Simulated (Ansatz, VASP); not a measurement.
## One calculation of MgZrC, two programs

```xyz
3
Lattice="4.4532 0.0000 0.0000 -2.2266 3.8566 0.0000 0.0000 0.0000 2.8432" Properties=species:S:1:pos:R:3 pbc="T T T"
Mg    0.0000    2.5711    0.0000
Zr    0.0000    0.0000    0.0000
C     2.2266    1.2855    1.4216
```

Change from the starting cell: species swapped into the TbHSe type (P-6m2, No. 187).

Alike in both runs: task relaxation of cell and atoms; functional PBE; k mesh 12 × 12 × 16; occupations gaussian, width 0.1 eV; no spin polarisation.

|  | VASP | Ansatz |
| --- | --- | --- |
| version | VASP 6.6.1 | Ansatz 0.2.0 |
| potentials or method | VASP PAW PBE potentials, release 64 (Mg, Zr_sv, C), cutoff 600 eV | scalar-relativistic, plane waves, PAW |
| valence electrons in the cell | 18 | 26 |

|  | VASP | Ansatz | Ansatz less VASP |
| --- | --- | --- | --- |
| gap on the k mesh at the Fermi level, each at its own relaxed structure (eV) | none | none | - |
| relaxed volume (Å³/atom) | 16.33 | 16.31 | -0.019 |
| relaxed length of the cell vector where the two differ most in proportion (Å) | 4.524 | 4.523 | -0.0018 |

A gap of «none» marks a metal or a gap that the smearing closes. VASP's potentials hold 18 valence electrons a cell and Ansatz's 26, so a difference there can come from the potentials and not from the codes.
